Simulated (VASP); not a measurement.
Write the native input for VASP 6.6.1 that does the following.

```yaml
Task: single point
Functional: r2SCAN
Potentials_or_basis: VASP PAW PBE potentials, release 64 (Hf_pv, N)
Cutoff: 520 eV
k_mesh: 9 × 9 × 9
Occupations: fermi-dirac, width 0.05 eV
Spin: no spin polarisation
Dipole_correction: no
Further_INCAR_settings: ALGO = Normal; EDIFF = 1e-06; NBANDS = 14
```

HfN:

```xyz
2
Lattice="2.7166 0.0000 0.0000 0.0000 2.7166 0.0000 0.0000 0.0000 2.7166" Properties=species:S:1:pos:R:3 pbc="T T T"
Hf    1.3583    1.3583    1.3583
N     0.0000    0.0000    0.0000
```

One way to write it, as run:

POSCAR

```
HfN
1.0
    2.7165950671      0.0000000000      0.0000000000
    0.0000000000      2.7165950671      0.0000000000
    0.0000000000      0.0000000000      2.7165950671
Hf N
1 1
Direct
    0.5000000000      0.5000000000      0.5000000000
    0.0000000000      0.0000000000      0.0000000000
```

INCAR.step1

```
SYSTEM = HfN
PREC = Accurate
ENCUT = 520
ISMEAR = -1
SIGMA = 0.05
LREAL = .FALSE.
LASPH = .TRUE.
NELM = 80
NBANDS = 14
GGA = PE
ALGO = Normal
EDIFF = 1E-4
LWAVE = .TRUE.
LCHARG = .FALSE.
```

INCAR.step2

```
SYSTEM = HfN
PREC = Accurate
ENCUT = 520
EDIFF = 1E-6
ISMEAR = -1
SIGMA = 0.05
LREAL = .FALSE.
LASPH = .TRUE.
NELM = 80
ALGO = Normal
ISIF = 2
LWAVE = .FALSE.
LCHARG = .FALSE.
METAGGA = R2SCAN
LMIXTAU = .TRUE.
NBANDS = 14
ISTART = 1
```

KPOINTS

```
regular mesh
0
G
  9 9 9
  0 0 0
```

Potentials or basis: VASP PAW PBE potentials, release 64 (Hf_pv, N).

Run with:

```bash
$ cat potpaw_PBE.64/Hf_pv/POTCAR potpaw_PBE.64/N/POTCAR > POTCAR
$ cp INCAR.step1 INCAR
$ mpirun -np 1 vasp_std > vasp.out
$ cp INCAR.step2 INCAR
$ mpirun -np 1 vasp_std > vasp.out
```

It gave:

```
Pressure : 26.5 GPa
```

Caveat: the PAW data sets were made with another functional, which shifts forces and pressure a little.

It took 21 s on 1 thread of AMD EPYC 9R45 96-Core Processor (Zen 5), with other jobs on the host, peak memory 0.1 GiB.
